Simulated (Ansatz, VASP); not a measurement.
**Two plane-wave programs on Sb**

```
CELL_PARAMETERS angstrom
0.00000 2.30500 2.32805
2.30500 0.00000 2.32805
2.30500 2.30500 0.00000
ATOMIC_POSITIONS crystal
Sb 0.00000 0.00000 0.00000
```

Change from the starting cell: zz strain of +1 %, PAW files.

Alike in both runs: task electric field gradients; functional PBE; k mesh 12 × 12 × 12; occupations fermi-dirac, width 0.05 eV; no spin polarisation.

|  | VASP | Ansatz |
| --- | --- | --- |
| version | VASP 6.6.1 | Ansatz 0.2.0 |
| potentials or method | VASP PAW PBE potentials, release 64 (Sb) | PAW with Ansatz's default frozen-core files, scalar-relativistic |
| plane-wave cutoff (eV) | 400 | 420 |
| valence electrons in the cell | 5 | 15 |

Ansatz gave:

```
pressure (GPa)                                                : 7.8
traceless stress, the component that is largest in VASP (GPa) : 0.14
size of Vzz on the site where it differs most (V/Å²)          : 2.9
```

Which values does VASP return?

Pressure (GPa): 7.7; traceless stress, the component that is largest in VASP (GPa): 0.13; size of Vzz on the site where it differs most (V/Å²): 2.7.

VASP's potentials hold 5 valence electrons a cell and Ansatz's 15, so a difference there can come from the potentials and not from the codes.

Neither program's run includes spin-orbit coupling.
